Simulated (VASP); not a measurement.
# Sc (Im-3m) in VASP: further runs

Runs on Sc. Level: LDA. Tasks: relaxation of cell and atoms.

Program: VASP 6.6.1. These are calculated values, not measurements. Logs are shortened: lines on timing, memory, paths and dates and some standing lists are left out, and cuts for length are marked.

## 1. The cell of the first run

The structure is cubic, space group Im-3m (No. 229). Conventional cell: a = 3.574 Å, b = 3.574 Å, c = 3.574 Å, α = 90.00°, β = 90.00°, γ = 90.00°. Sc (site symmetry m-3m) has 14 Sc at 3.10 to 3.57 Å within 4.1 Å.

## 2. Relaxation of cell and atoms, LDA

Contents of INCAR:

```
SYSTEM = Sc
PREC = Accurate ; ENCUT = 600
EDIFF = 1E-7 ; ISMEAR = -1
SIGMA = 0.05 ; LREAL = .False.
LASPH = .True. ; NELM = 100
ALGO = Normal ; ISIF = 3
LWAVE = .False. ; LCHARG = .False.
IBRION = 2 ; NSW = 80
EDIFFG = -0.03
```

Contents of KPOINTS:

```
regular mesh
0
Gamma
  6 6 6
  0 0 0
```

Contents of POSCAR:

```
Sc
1.0
    3.5742822125      0.0000000000      0.0000000000
    0.0000000000      3.5742822125      0.0000000000
    0.0000000000      0.0000000000      3.5742822125
Sc
2
Direct
    0.0000000000      0.0000000000      0.0000000000
    0.5000000000      0.5000000000      0.5000000000
```

Potentials or basis: VASP PAW LDA potentials, release 64 (Sc_sv).

The run is started by

```
$ cat potpaw_LDA.64/Sc_sv/POTCAR > POTCAR
$ mpirun -np 1 vasp_std > vasp.out
```

OUTCAR:

```text
SYSTEM = Sc
   PREC = Accurate
   ENCUT = 600
   EDIFF = 1E-7
   ISMEAR = -1
   LREAL = .False.
   LASPH = .True.
   NELM = 100
   ISIF = 3
   IBRION = 2
   NSW = 80
   EDIFFG = -0.03

 ion  position               nearest neighbor table
   1  0.000  0.000  0.000-   2 3.10   2 3.10   2 3.10   2 3.10   2 3.10   2 3.10   2 3.10   2 3.10

   2  0.500  0.500  0.500-   1 3.10   1 3.10   1 3.10   1 3.10   1 3.10   1 3.10   1 3.10   1 3.10

  LATTYP: Found a simple cubic cell.
 ALAT       =     3.5742822125

  Lattice vectors:

 A1 = (   3.5742822125,   0.0000000000,   0.0000000000)
 A2 = (   0.0000000000,   3.5742822125,   0.0000000000)
 A3 = (   0.0000000000,   0.0000000000,   3.5742822125)

Analysis of symmetry for initial positions (statically):
=====================================================================
 Subroutine PRICEL returns following result:

  LATTYP: Found a body centered cubic cell.
 ALAT       =     3.5742822125

  Lattice vectors:

 A1 = (   1.7871411063,   1.7871411063,  -1.7871411063)
 A2 = (  -1.7871411063,   1.7871411063,   1.7871411063)
 A3 = (   1.7871411063,  -1.7871411063,   1.7871411063)

   2 primitive cells build up your supercell.

 Routine SETGRP: Setting up the symmetry group for a
 simple cubic supercell.

 Subroutine GETGRP returns: Found 48 space group operations
 (whereof 48 operations were pure point group operations)
 out of a pool of 48 trial point group operations.

The static configuration has the point symmetry O_h .

Analysis of symmetry for dynamics (positions and initial velocities):
=====================================================================
 Subroutine PRICEL returns following result:

  LATTYP: Found a body centered cubic cell.
 ALAT       =     3.5742822125

  Lattice vectors:

 A1 = (   1.7871411063,   1.7871411063,  -1.7871411063)
 A2 = (  -1.7871411063,   1.7871411063,   1.7871411063)
 A3 = (   1.7871411063,  -1.7871411063,   1.7871411063)

   2 primitive cells build up your supercell.

 Routine SETGRP: Setting up the symmetry group for a
 simple cubic supercell.

 Subroutine GETGRP returns: Found 48 space group operations
 (whereof 48 operations were pure point group operations)
 out of a pool of 48 trial point group operations.

The dynamic configuration has the point symmetry O_h .

 Subroutine INISYM returns: Found 48 space group operations
 (whereof 48 operations are pure point group operations),
 and found     2 'primitive' translations

----------------------------------------------------------------------------------------

                                     Primitive cell

  volume of cell :      22.8316

  direct lattice vectors                    reciprocal lattice vectors
     1.787141106  1.787141106 -1.787141106     0.279776453  0.279776453  0.000000000
    -1.787141106  1.787141106  1.787141106     0.000000000  0.279776453  0.279776453
     1.787141106 -1.787141106  1.787141106     0.279776453  0.000000000  0.279776453

  length of vectors
     3.095419196  3.095419196  3.095419196     0.395663654  0.395663654  0.395663654

  position of ions in fractional coordinates (direct lattice)
     0.000000000  0.000000000  0.000000000

  ion indices of the primitive-cell ions
   primitive index   ion index
                 1           1

----------------------------------------------------------------------------------------

 KPOINTS: regular mesh

Automatic generation of k-mesh.
 Grid dimensions read from file:
 generate k-points for:    6    6    6

 Generating k-lattice:

  Cartesian coordinates                     Fractional coordinates (reciprocal lattice)
     0.046629409  0.000000000  0.000000000     0.166666667  0.000000000  0.000000000
     0.000000000  0.046629409  0.000000000     0.000000000  0.166666667  0.000000000
     0.000000000  0.000000000  0.046629409     0.000000000  0.000000000  0.166666667

  Length of vectors
     0.046629409  0.046629409  0.046629409

  Shift w.r.t. Gamma in fractional coordinates (k-lattice)
     0.000000000  0.000000000  0.000000000

 Subroutine IBZKPT returns following result:
 ===========================================

 Found     20 irreducible k-points:

 Following reciprocal coordinates:
            Coordinates               Weight
  0.000000  0.000000  0.000000      1.000000
  0.166667  0.000000  0.000000      6.000000
  0.333333  0.000000  0.000000      6.000000
  0.500000  0.000000  0.000000      3.000000
  0.166667  0.166667  0.000000     12.000000
  0.333333  0.166667  0.000000     24.000000
[... 12 lines left out ...]
  0.500000  0.500000  0.333333      6.000000
  0.500000  0.500000  0.500000      1.000000
   k-points           NKPTS =     20   k-points in BZ     NKDIM =     20   number of bands    NBANDS=     15
   number of dos      NEDOS =    301   number of ions     NIONS =      2
   total plane-waves  NPLWV =  27000
   dimension x,y,z NGX =    30 NGY =   30 NGZ =   30
   dimension x,y,z NGXF=    60 NGYF=   60 NGZF=   60
   ions per type =               2
   NGX,Y,Z   is equivalent  to a cutoff of  13.95, 13.95, 13.95 a.u.
   NGXF,Y,Z  is equivalent  to a cutoff of  27.91, 27.91, 27.91 a.u.
 SYSTEM =  Sc
   PREC   = accura    normal or accurate (medium, high low for compatibility)
   ISTART =      0    job   : 0-new  1-cont  2-samecut
   ICHARG =      2    charge: 1-file 2-atom 10-const
   ISPIN  =      1    spin polarized calculation?
   LNONCOLLINEAR =      F non collinear calculations
   LSORBIT =      F    spin-orbit coupling
   LASPH  =      T    aspherical Exc in radial PAW
   ENCUT  =  600.0 eV  44.10 Ry    6.64 a.u.   7.14  7.14  7.14*2*pi/ulx,y,z
   NELM   =    100;   NELMIN=  2; NELMDL= -5     # of ELM steps
   EDIFF  = 0.1E-06   stopping-criterion for ELM
   LREAL  =      F    real-space projection
   EDIFFG = -.3E-01   stopping-criterion for IOM
   NSW    =     80    number of steps for IOM
   IBRION =      2    ionic relax: 0-MD 1-quasi-New 2-CG
   NFREE  =      1    steps in history (QN), initial steepest desc. (CG)
   ISIF   =      3    stress and relaxation
   ISYM   =      2    0-nonsym 1-usesym 2-fastsym
   POTIM  = 0.5000    time-step for ionic-motion
   TEBEG  =    0.0;   TEEND  =   0.0 temperature during run
   PSTRESS=    0.0 pullay stress
   NELECT =      22.0000    total number of electrons
   NUPDOWN=      -1.0000    fix difference up-down
   EMIN   =  10.00;   EMAX   =-10.00  energy-range for DOS
   EFERMI =   0.00;   METHOD = LEGACY
   ISMEAR =    -1;   SIGMA  =   0.05  broadening in eV -4-tet -1-fermi 0-gaus
   EFERMI_NEDOS =   21; number of points for ismear=-14 and -15
   IALGO  =     38    algorithm
   IMIX   =      4    mixing-type and parameters
     AMIX     =   0.40;   BMIX     =  1.00
     AMIX_MAG =   1.60;   BMIX_MAG =  1.00
  volume/ion in A,a.u.               =      22.83       154.08
  Fermi-wavevector in a.u.,A,eV,Ry     =   1.283395  2.425264 22.410180  1.647102
  Thomas-Fermi vector in A             =   2.415650
   LORBIT       =      0    0 simple, 1 ext, 2 COOP (PROOUT), +10 PAW based schemes
   GGA     = CA    functional components
   LHFCALC =     F    Hartree Fock is set to
   AEXX    =    0.0000 exact exchange contribution
   IVDW    =     0    specifies the selected vdW correction
   LEPSILON=     F    determine dielectric tensor
   LRPA    =     F    only Hartree local field effects (RPA)
 conjugate gradient relaxation of ions
 non-spin polarized calculation
  energy-cutoff  :      600.00
  volume of cell :       45.66
 maximum number of plane-waves:      1568
 NGX is ok and might be reduce to    30
   NGX = 15   NGY = 15   NGZ = 15

 number of electron      22.0000005 magnetization

 Free energy of the ion-electron system (eV)
  ---------------------------------------------------
  ext. energy  EPLUGINS =         0.00000000
  ---------------------------------------------------
  free energy    TOTEN  =       -13.22955104 eV

  energy without entropy =      -13.18379086  energy(sigma->0) =      -13.20667095

 E-fermi :   4.0441     XC(G=0): -10.4694

 val. band max:        4.0321837016   @ k =   0.5000   0.5000   0.3333
 cond. band min:       4.0635691992   @ k =   0.5000   0.3333   0.3333
 fundamental gap:      0.0313854976
 Fermi energy:         4.0441398715

 k-point     1 :       0.0000    0.0000    0.0000
  band No.  band energies     occupation
      1     -44.7616      2.00000
      2     -44.6021      2.00000
      3     -23.8146      2.00000
      4     -23.8146      2.00000
      5     -23.8146      2.00000
      6     -23.4503      2.00000
      7     -23.4503      2.00000
      8     -23.4503      2.00000
      9      -1.2915      2.00000
     10       2.6362      2.00000
     11       2.6362      2.00000
     12       5.5060      0.00000
     13       5.5060      0.00000
     14       5.5060      0.00000
     15       7.1001      0.00000

 k-point     2 :       0.1667    0.0000    0.0000
  band No.  band energies     occupation
      1     -44.7492      2.00000
      2     -44.6111      2.00000
      3     -23.8143      2.00000
      4     -23.7888      2.00000
      5     -23.7888      2.00000
      6     -23.5000      2.00000
      7     -23.4732      2.00000
      8     -23.4732      2.00000
      9      -0.8957      2.00000
     10       2.7616      2.00000
     11       2.8686      2.00000
     12       5.4575      0.00000
     13       5.4575      0.00000
     14       5.6633      0.00000
     15       6.7086      0.00000
[... 293 lines left out ...]
      3     -23.8438      2.00000
      4     -23.8438      2.00000
      5     -23.6880      2.00000
      6     -23.6880      2.00000
      7     -23.5810      2.00000
      8     -23.5810      2.00000
      9       3.2961      2.00000
     10       3.2961      2.00000
     11       3.8631      1.94784
     12       3.8631      1.94784
     13       4.0322      1.11900
     14       4.0322      1.11900
     15       7.3829      0.00000

 k-point    20 :       0.5000    0.5000    0.5000
  band No.  band energies     occupation
      1     -44.6612      2.00000
      2     -44.6612      2.00000
      3     -23.7112      2.00000
      4     -23.7112      2.00000
      5     -23.7112      2.00000
      6     -23.7112      2.00000
      7     -23.7112      2.00000
      8     -23.7112      2.00000
      9       3.7989      1.98528
     10       3.7989      1.98528
     11       3.7989      1.98528
     12       3.7989      1.98528
     13       3.7989      1.98528
     14       3.7989      1.98528
     15       7.4961      0.00000

------------------------ aborting loop because EDIFF is reached ----------------------------------------

  FORCE on cell =-STRESS in cart. coord.  units (eV):
  Direction    XX          YY          ZZ          XY          YZ          ZX
  --------------------------------------------------------------------------------------
  -------------------------------------------------------------------------------------
  Total        0.0352454      0.0352454      0.0352454      0.0000000      0.0000000     -0.0000000
  in kB        1.2366509      1.2366509      1.2366509      0.0000000      0.0000000     -0.0000000
  external PRESSURE =       1.2366509 kB  Pullay stress =       0.0000000 kB

 VOLUME and BASIS-vectors are now :
 -----------------------------------------------------------------------------
  energy-cutoff  :      600.00
  volume of cell :       45.66
      direct lattice vectors                 reciprocal lattice vectors
     3.574282212  0.000000000  0.000000000     0.279776453  0.000000000  0.000000000
     0.000000000  3.574282212  0.000000000     0.000000000  0.279776453  0.000000000
     0.000000000  0.000000000  3.574282212     0.000000000  0.000000000  0.279776453

 POSITION                                       TOTAL-FORCE (eV/Angst)
 -----------------------------------------------------------------------------------
      0.00000      0.00000      0.00000         0.000000      0.000000      0.000000
      1.78714      1.78714      1.78714         0.000000     -0.000000      0.000000
 -----------------------------------------------------------------------------------
    total drift:                                0.000000      0.000000      0.000000

  FREE ENERGIE OF THE ION-ELECTRON SYSTEM (eV)
  ---------------------------------------------------
  free  energy   TOTEN  =       -13.2295510369 eV

  energy  without entropy=      -13.1837908580  energy(sigma->0) =      -13.20667095

 reached required accuracy - stopping structural energy minimisation
```

Wall time 17 s (1 thread of Intel Xeon Platinum 8259CL at 2.50GHz (Skylake/Cascade Lake), shared host); peak memory 0.15 GiB.

What came out:

* Free energy: -13.2296 eV
* Pressure after relaxing: 0.1 GPa
* Band gap on the k mesh: zero (band 11 reaches 4.56 eV, above the bottom of band 12 at 3.80 eV)

Final structure:
```cif
data_structure
_symmetry_space_group_name_H-M 'P 1'
_symmetry_Int_Tables_number 1
_cell_length_a 3.5743
_cell_length_b 3.5743
_cell_length_c 3.5743
_cell_angle_alpha 90.000
_cell_angle_beta 90.000
_cell_angle_gamma 90.000
_cell_volume 45.66
loop_
_atom_site_label
_atom_site_type_symbol
_atom_site_fract_x
_atom_site_fract_y
_atom_site_fract_z
_atom_site_occupancy
Sc1 Sc 0.00000 0.00000 0.00000 1
Sc2 Sc 0.50000 0.50000 0.50000 1
```

Caveat: the relaxation stopped at its first step, so nothing moved.

[end of part 1 of 2]
